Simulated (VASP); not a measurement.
Input of a VASP 6.6.1 run:

The input INCAR:

```
SYSTEM = Sn
PREC = Accurate ; ENCUT = 520
EDIFF = 1E-6 ; ISMEAR = -1
SIGMA = 0.1 ; LREAL = .FALSE.
LASPH = .TRUE. ; NELM = 60
ALGO = Normal ; ISIF = 2
LWAVE = .FALSE. ; LCHARG = .FALSE.
GGA = CA ; NBANDS = 21
```

File KPOINTS:

```
regular mesh
0
G
  14 14 14
  0 0 0
```

Contents of POSCAR:

```
Sn
1.0
    0.0000000000      3.1030001261      3.1030001261
    3.1030001261      0.0000000000      3.1030001261
    3.1030001261      3.1030001261      0.0000000000
Sn
2
Direct
    0.5000000000      0.5000000000      0.5000000000
    0.7500000000      0.7500000000      0.7500000000
```

Potentials or basis: VASP PAW LDA potentials, release 64 (Sn_d).

The run is started by

```console
$ cat potpaw_LDA.64/Sn_d/POTCAR > POTCAR
$ mpirun -np 1 vasp_std > vasp.out
```

**Question.** Predict the pressure.

**Answer.** 7.8 GPa.

Caveat: the cell stands under pressure.
